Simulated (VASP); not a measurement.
# SnO (P4/nmm) in VASP: further runs

SnO is run at these levels: RPBE+D4, r2SCAN; tasks: single point.

All numbers are computed with VASP 6.6.1; they aren't measurements. Logs are shortened: lines on timing, memory, paths and dates and some standing lists are left out, and cuts for length are marked.

### Step 1. The cell of the first run

Symmetry: P4/nmm, No. 129, tetragonal system. Conventional cell: a = 3.843 Å, b = 3.843 Å, c = 4.672 Å, α = 90.00°, β = 90.00°, γ = 90.00°. Within 3.0 Å of Sn (site symmetry 4mm) lie 4 O at 2.25 Å. O (site symmetry -4m2) has 4 Sn at 2.25 Å and 4 O at 2.72 Å within 3.0 Å.

### Step 2. Single point, RPBE+D4

INCAR

```
ALGO = Normal
EDIFF = 1E-7
ENCUT = 520
GGA = RP
ISIF = 2
ISMEAR = -1
IVDW = 13
LASPH = T
LCHARG = F
LREAL = F
LWAVE = F
NBANDS = 28
NELM = 100
PREC = Accurate
SIGMA = 0.05
```

KPOINTS

```
k-points
0
Gamma
  7 7 6
```

POSCAR

```
SnO
1.0
    3.8425685315      0.0000000000      0.0000000000
    0.0000000000      3.8425685315      0.0000000000
    0.0000000000      0.0000000000      4.6723675451
Sn O
2 2
Direct
    0.5000000000      0.0000000000      0.7510816462
    0.0000000000      0.5000000000      0.2489183538
    0.0000000000      0.0000000000      0.0000000000
    0.5000000000      0.5000000000      0.0000000000
```

Potentials or basis: VASP PAW PBE potentials, release 64 (Sn_d, O).

Command:

```bash
$ cat potpaw_PBE.64/Sn_d/POTCAR potpaw_PBE.64/O/POTCAR > POTCAR
$ mpirun -np 1 vasp_std > vasp.out
```

OUTCAR:

```text
EDIFF = 1E-7
   ENCUT = 520
   GGA = RP
   ISIF = 2
   ISMEAR = -1
   IVDW = 13
   LASPH = T
   LREAL = F
   NELM = 100
   PREC = Accurate

 ion  position               nearest neighbor table
   1  0.500  0.000  0.751-   3 2.25   4 2.25   4 2.25   3 2.25   2 3.58   2 3.58   2 3.58   2 3.58
                             2 3.59   2 3.59   2 3.59   2 3.59
   2  0.000  0.500  0.249-   3 2.25   4 2.25   3 2.25   4 2.25   1 3.58   1 3.58   1 3.58   1 3.58
                             1 3.59   1 3.59   1 3.59   1 3.59
   3  0.000  0.000  0.000-   1 2.25   2 2.25   2 2.25   1 2.25
   4  0.500  0.500  0.000-   1 2.25   2 2.25   1 2.25   2 2.25

  LATTYP: Found a simple tetragonal cell.
 ALAT       =     3.8425685315
 C/A-ratio  =     1.2159490473

  Lattice vectors:

 A1 = (   3.8425685315,   0.0000000000,   0.0000000000)
 A2 = (   0.0000000000,   3.8425685315,   0.0000000000)
 A3 = (   0.0000000000,   0.0000000000,   4.6723675451)

Analysis of symmetry for initial positions (statically):
=====================================================================
 Subroutine PRICEL returns:
 Original cell was already a primitive cell.

 Routine SETGRP: Setting up the symmetry group for a
 simple tetragonal supercell.

 Subroutine GETGRP returns: Found 16 space group operations
 (whereof  8 operations were pure point group operations)
 out of a pool of 16 trial point group operations.

The static configuration has the point symmetry D_2d.
 The point group associated with its full space group is D_4h.

Analysis of symmetry for dynamics (positions and initial velocities):
=====================================================================
 Subroutine PRICEL returns:
 Original cell was already a primitive cell.

 Routine SETGRP: Setting up the symmetry group for a
 simple tetragonal supercell.

 Subroutine GETGRP returns: Found 16 space group operations
 (whereof  8 operations were pure point group operations)
 out of a pool of 16 trial point group operations.

The dynamic configuration has the point symmetry D_2d.
 The point group associated with its full space group is D_4h.

 Subroutine INISYM returns: Found 16 space group operations
 (whereof  8 operations are pure point group operations),
 and found     1 'primitive' translations

----------------------------------------------------------------------------------------

                                     Primitive cell

  volume of cell :      68.9891

  direct lattice vectors                    reciprocal lattice vectors
     3.842568531  0.000000000  0.000000000     0.260242593  0.000000000  0.000000000
     0.000000000  3.842568531  0.000000000     0.000000000  0.260242593  0.000000000
     0.000000000  0.000000000  4.672367545     0.000000000  0.000000000  0.214024259

  length of vectors
     3.842568531  3.842568531  4.672367545     0.260242593  0.260242593  0.214024259

  position of ions in fractional coordinates (direct lattice)
     0.500000000  0.000000000  0.751081646
     0.000000000  0.500000000  0.248918354
     0.000000000  0.000000000  0.000000000
     0.500000000  0.500000000  0.000000000

  ion indices of the primitive-cell ions
   primitive index   ion index
                 1           1
                 2           2
                 3           3
                 4           4

----------------------------------------------------------------------------------------

 KPOINTS: k-points

Automatic generation of k-mesh.
 Grid dimensions read from file:
 generate k-points for:    7    7    6

 Generating k-lattice:

  Cartesian coordinates                     Fractional coordinates (reciprocal lattice)
     0.037177513  0.000000000  0.000000000     0.142857143  0.000000000  0.000000000
     0.000000000  0.037177513  0.000000000     0.000000000  0.142857143  0.000000000
     0.000000000  0.000000000  0.035670710     0.000000000  0.000000000  0.166666667

  Length of vectors
     0.037177513  0.037177513  0.035670710

  Shift w.r.t. Gamma in fractional coordinates (k-lattice)
     0.000000000  0.000000000  0.000000000

 Subroutine IBZKPT returns following result:
 ===========================================

 Found     40 irreducible k-points:

 Following reciprocal coordinates:
            Coordinates               Weight
  0.000000  0.000000  0.000000      1.000000
  0.142857  0.000000  0.000000      4.000000
  0.285714  0.000000  0.000000      4.000000
  0.428571  0.000000  0.000000      4.000000
  0.142857  0.142857  0.000000      4.000000
  0.285714  0.142857  0.000000      8.000000
[... 16 lines left out ...]
  0.285714  0.000000  0.333333      8.000000
  0.428571  0.000000  0.333333      8.000000
 [... further k-points ...]
   k-points           NKPTS =     40   k-points in BZ     NKDIM =     40   number of bands    NBANDS=     28
   number of dos      NEDOS =    301   number of ions     NIONS =      4
   total plane-waves  NPLWV =  32400
   dimension x,y,z NGX =    30 NGY =   30 NGZ =   36
   dimension x,y,z NGXF=    60 NGYF=   60 NGZF=   72
   ions per type =               2   2
   NGX,Y,Z   is equivalent  to a cutoff of  12.98, 12.98, 12.81 a.u.
   NGXF,Y,Z  is equivalent  to a cutoff of  25.96, 25.96, 25.62 a.u.
 SYSTEM =  unknown system
   PREC   = accura    normal or accurate (medium, high low for compatibility)
   ISTART =      0    job   : 0-new  1-cont  2-samecut
   ICHARG =      2    charge: 1-file 2-atom 10-const
   ISPIN  =      1    spin polarized calculation?
   LNONCOLLINEAR =      F non collinear calculations
   LSORBIT =      F    spin-orbit coupling
   LASPH  =      T    aspherical Exc in radial PAW
   ENCUT  =  520.0 eV  38.22 Ry    6.18 a.u.   7.14  7.14  8.69*2*pi/ulx,y,z
   NELM   =    100;   NELMIN=  2; NELMDL= -5     # of ELM steps
   EDIFF  = 0.1E-06   stopping-criterion for ELM
   LREAL  =      F    real-space projection
   EDIFFG = 0.1E-05   stopping-criterion for IOM
   NSW    =      0    number of steps for IOM
   IBRION =     -1    ionic relax: 0-MD 1-quasi-New 2-CG
   NFREE  =      0    steps in history (QN), initial steepest desc. (CG)
   ISIF   =      2    stress and relaxation
   ISYM   =      2    0-nonsym 1-usesym 2-fastsym
   POTIM  = 0.5000    time-step for ionic-motion
   TEBEG  =    0.0;   TEEND  =   0.0 temperature during run
   PSTRESS=    0.0 pullay stress
   NELECT =      40.0000    total number of electrons
   NUPDOWN=      -1.0000    fix difference up-down
   EMIN   =  10.00;   EMAX   =-10.00  energy-range for DOS
   EFERMI =   0.00;   METHOD = LEGACY
   ISMEAR =    -1;   SIGMA  =   0.05  broadening in eV -4-tet -1-fermi 0-gaus
   EFERMI_NEDOS =   21; number of points for ismear=-14 and -15
   IALGO  =     38    algorithm
   IMIX   =      4    mixing-type and parameters
     AMIX     =   0.40;   BMIX     =  1.00
     AMIX_MAG =   1.60;   BMIX_MAG =  1.00
  volume/ion in A,a.u.               =      17.25       116.39
  Fermi-wavevector in a.u.,A,eV,Ry     =   1.365111  2.579686 25.354852  1.863529
  Thomas-Fermi vector in A             =   2.491368
   LORBIT       =      0    0 simple, 1 ext, 2 COOP (PROOUT), +10 PAW based schemes
   GGA     = RP    functional components
   LHFCALC =     F    Hartree Fock is set to
   AEXX    =    0.0000 exact exchange contribution
   IVDW    =    13    specifies the selected vdW correction
   LEPSILON=     F    determine dielectric tensor
   LRPA    =     F    only Hartree local field effects (RPA)
 non-spin polarized calculation
  energy-cutoff  :      520.00
  volume of cell :       68.99
 maximum number of plane-waves:      1870
 NGX is ok and might be reduce to    30
   NGX = 15   NGY = 15   NGZ = 17

 number of electron      40.0000005 magnetization

 Free energy of the ion-electron system (eV)
  ---------------------------------------------------
  ext. energy  EPLUGINS =         0.00000000
  ---------------------------------------------------
  free energy    TOTEN  =       -21.12071455 eV

  energy without entropy =      -21.11894631  energy(sigma->0) =      -21.11983043

 E-fermi :   7.4724     XC(G=0): -10.2039

 val. band max:        7.4203382665   @ k =   0.0000   0.0000   0.0000
 cond. band min:       7.5321320615   @ k =   0.4286   0.4286   0.0000
 fundamental gap:      0.1117937950
 Fermi energy:         7.4723516973

 k-point     1 :       0.0000    0.0000    0.0000
  band No.  band energies     occupation
      1     -14.6027      2.00000
      2     -14.2242      2.00000
      3     -14.2242      2.00000
      4     -14.2096      2.00000
      5     -14.1905      2.00000
      6     -14.1799      2.00000
[... 20 lines left out ...]
     27      14.0633      0.00000
     28      14.4088      0.00000

 k-point     2 :       0.1429    0.0000    0.0000
  band No.  band energies     occupation
      1     -14.5907      2.00000
      2     -14.2208      2.00000
      3     -14.2181      2.00000
      4     -14.2111      2.00000
      5     -14.1904      2.00000
      6     -14.1727      2.00000
[... 20 lines left out ...]
     27      14.2300      0.00000
     28      15.8072      0.00000

 k-point     3 :       0.2857    0.0000    0.0000
  band No.  band energies     occupation
      1     -14.5574      2.00000
      2     -14.3062      2.00000
      3     -14.2101      2.00000
      4     -14.2019      2.00000
      5     -14.1889      2.00000
      6     -14.1806      2.00000
[... 20 lines left out ...]
     27      14.5435      0.00000
     28      17.9454      0.00000

 k-point     4 :       0.4286    0.0000    0.0000
  band No.  band energies     occupation
      1     -14.5032      2.00000
      2     -14.4201      2.00000
      3     -14.1947      2.00000
      4     -14.1842      2.00000
      5     -14.1840      2.00000
      6     -14.1821      2.00000
[... 20 lines left out ...]
     27      15.1416      0.00000
     28      16.2948      0.00000

 k-point     5 :       0.1429    0.1429    0.0000
  band No.  band energies     occupation
      1     -14.5810      2.00000
      2     -14.2294      2.00000
      3     -14.2282      2.00000
      4     -14.2006      2.00000
      5     -14.2003      2.00000
      6     -14.1896      2.00000
[... 20 lines left out ...]
     27      15.1886      0.00000
     28      16.3381      0.00000

 k-point     6 :       0.2857    0.1429    0.0000
  band No.  band energies     occupation
      1     -14.5549      2.00000
      2     -14.3386      2.00000
      3     -14.2213      2.00000
      4     -14.1910      2.00000
      5     -14.1875      2.00000
      6     -14.1819      2.00000
[... 463 lines left out ...]
      5     -14.1752      2.00000
      6     -14.1642      2.00000
[... 20 lines left out ...]
     27      15.3363      0.00000
     28      15.3363      0.00000

 k-point    22 :       0.1429    0.0000    0.3333
  band No.  band energies     occupation
      1     -14.5755      2.00000
      2     -14.2389      2.00000
      3     -14.2087      2.00000
      4     -14.2012      2.00000
      5     -14.1778      2.00000
      6     -14.1708      2.00000
[... 20 lines left out ...]
     27      15.6041      0.00000
     28      16.1522      0.00000

 k-point    23 :       0.2857    0.0000    0.3333
  band No.  band energies     occupation
      1     -14.5535      2.00000
      2     -14.3397      2.00000
      3     -14.2208      2.00000
      4     -14.1927      2.00000
      5     -14.1872      2.00000
      6     -14.1836      2.00000
[... 20 lines left out ...]
     27      15.9316      0.00000
     28      17.7192      0.00000

 k-point    24 :       0.4286    0.0000    0.3333
  band No.  band energies     occupation
      1     -14.5137      2.00000
      2     -14.4440      2.00000
      3     -14.2232      2.00000
      4     -14.2132      2.00000
      5     -14.1793      2.00000
      6     -14.1776      2.00000
[... 20 lines left out ...]
     27      16.3174      0.00000
     28      17.0265      0.00000

 [... further k-points ...]

------------------------ aborting loop because EDIFF is reached ----------------------------------------

  DFT-D4 for vdW energy calculation

  Edisp (eV):   -2.23012

  FORCE on cell =-STRESS in cart. coord.  units (eV):
  Direction    XX          YY          ZZ          XY          YZ          ZX
  --------------------------------------------------------------------------------------
  -------------------------------------------------------------------------------------
  Total       0.08217     0.08217     0.08822     0.00000     0.00000     0.00000
  in kB       1.90838     1.90838     2.04880     0.00000     0.00000     0.00000
  external pressure =        1.96 kB  Pullay stress =        0.00 kB

 VOLUME and BASIS-vectors are now :
 -----------------------------------------------------------------------------
  energy-cutoff  :      520.00
  volume of cell :       68.99
      direct lattice vectors                 reciprocal lattice vectors
     3.842568531  0.000000000  0.000000000     0.260242593  0.000000000  0.000000000
     0.000000000  3.842568531  0.000000000     0.000000000  0.260242593  0.000000000
     0.000000000  0.000000000  4.672367545     0.000000000  0.000000000  0.214024259

 POSITION                                       TOTAL-FORCE (eV/Angst)
 -----------------------------------------------------------------------------------
      1.92128      0.00000      3.50933         0.000000      0.000000     -0.076797
      0.00000      1.92128      1.16304        -0.000000     -0.000000      0.076797
      0.00000      0.00000      0.00000         0.000000      0.000000      0.000000
      1.92128      1.92128      0.00000         0.000000     -0.000000      0.000000
 -----------------------------------------------------------------------------------
    total drift:                                0.000000      0.000000     -0.000000

  FREE ENERGIE OF THE ION-ELECTRON SYSTEM (eV)
  ---------------------------------------------------
  free  energy   TOTEN  =       -23.3508357356 eV

  energy  without entropy=      -23.3490675001  energy(sigma->0) =      -23.34995162
```

Run time: 2.9 min. Hardware: 1 thread of Intel Xeon 8259CL, shared host; peak memory 0.21 GiB.

What came out:

* Free energy: -23.3508 eV
* Pressure: 0.2 GPa
* Largest force: 0.077 eV/Å
* Band gap on the k mesh: 0.11 eV (least direct gap 1.86 eV)
* Dispersion energy per atom: -0.558 eV

Forces in eV/Å, atoms in the order of the input:
```
Sn   0.000  0.000 -0.077
Sn   0.000  0.000  0.077
O    0.000  0.000  0.000
O    0.000  0.000  0.000
```

Caveat: the PAW data sets were made with another functional, which shifts forces and pressure a little; spin-orbit coupling is left out, which moves the levels of the heavy elements; an odd mesh through Γ misses points on the zone boundary, where band edges can lie.

### Step 3. Single point, r2SCAN

This run uses another cell than the first one, of 17.06 Å³/atom.

POSCAR

```
SnO
1.0
    3.7621524798      0.0000000000      0.0000000000
    0.0000000000      3.7621524798      0.0000000000
    0.0000000000      0.0000000000      4.8208658347
Sn O
2 2
Direct
    0.5000000000      0.0000000000      0.7646261400
    0.0000000000      0.5000000000      0.2353738600
    0.0000000000      0.0000000000      0.0000000000
    0.5000000000      0.5000000000      0.0000000000
```

INCAR.step1

```
ALGO = Normal
EDIFF = 1E-4
ENCUT = 520
GGA = PE
ISMEAR = -1
LASPH = T
LCHARG = F
LREAL = F
LWAVE = T
NBANDS = 28
NELM = 100
PREC = Accurate
SIGMA = 0.05
```

INCAR.step2

```
ALGO = Normal
EDIFF = 1E-7
ENCUT = 520
ISIF = 2
ISMEAR = -1
ISTART = 1
LASPH = T
LCHARG = F
LMIXTAU = T
LREAL = F
LWAVE = F
METAGGA = R2SCAN
NBANDS = 28
NELM = 100
PREC = Accurate
SIGMA = 0.05
```

KPOINTS is that of step 2.

Potentials or basis: VASP PAW PBE potentials, release 64 (Sn_d, O).

Command:

```bash
$ cat potpaw_PBE.64/Sn_d/POTCAR potpaw_PBE.64/O/POTCAR > POTCAR
$ cp INCAR.step1 INCAR
$ mpirun -np 1 vasp_std > vasp.out
$ cp INCAR.step2 INCAR
$ mpirun -np 1 vasp_std > vasp.out
```

Run time: 7.2 min. Hardware: 1 thread of Intel Xeon 8259CL, shared host; peak memory 0.21 GiB.

The run converged. Its results:

```
Free energy            : -66.8617 eV
Pressure               : 4.5 GPa
Largest force          : 0.633 eV/Å
Band gap on the k mesh : 0.33 eV (least direct gap 2.34 eV)
```

Forces in eV/Å, atoms in the order of the input:
```
Sn   0.000  0.000 -0.633
Sn   0.000  0.000  0.633
O    0.000  0.000  0.000
O    0.000  0.000  0.000
```

Stress tensor (GPa, compression positive):
```
4.85 0.00 0.00
0.00 4.85 0.00
0.00 0.00 3.80
```

Levels at points of the mesh, in eV from the valence-band top:
```csv
k point,band 17,band 18,band 19,band 20,band 21,band 22,band 23,band 24
"(0.00, 0.00, 0.00)",-4.19,-3.88,-3.88,0.00,2.42,4.45,4.91,4.91
"(0.00, 0.00, 0.50)",-3.90,-3.90,-3.08,-2.77,1.90,3.09,3.09,3.83
```

Caveat: the cell stands under pressure; the PAW data sets were made with another functional, which shifts forces and pressure a little; spin-orbit coupling is left out, which moves the levels of the heavy elements; an odd mesh through Γ misses points on the zone boundary, where band edges can lie.
